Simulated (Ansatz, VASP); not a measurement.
## Ti in VASP and in Ansatz

```
Ti
1.0
     0.00000    2.13150    2.03000
     2.13150    0.00000    2.03000
     2.13150    2.13150    0.00000
Ti
1
Direct
  0.00000 0.00000 0.00000
```

Change from the starting cell: strain +0.050 along x and y, +0.000 along z, atoms carried along.

Alike in both runs: task single point; functional r2SCAN; k mesh 20 × 20 × 20; occupations gaussian, width 0.15 eV; no spin polarisation.

|  | VASP | Ansatz |
| --- | --- | --- |
| version | VASP 6.6.1 | Ansatz 0.2.0 |
| potentials or method | VASP PAW PBE potentials, release 64 (Ti_sv), cutoff 520 eV | scalar-relativistic, plane waves, PAW |
| valence electrons in the cell | 12 | 12 |

```tsv
	VASP	Ansatz	Ansatz less VASP
gap on the k mesh at the Fermi level (eV)	none	none	-
pressure (GPa)	-5.8	-6.1	-0.35
traceless stress, the component that is largest in VASP (GPa)	1.09	1.09	-0.001
```

VASP's potentials were made for PBE, not for r2SCAN. A gap of «none» marks a metal or a gap that the smearing closes. The functional is the same, so the differences come from potentials, cutoffs and numerics.
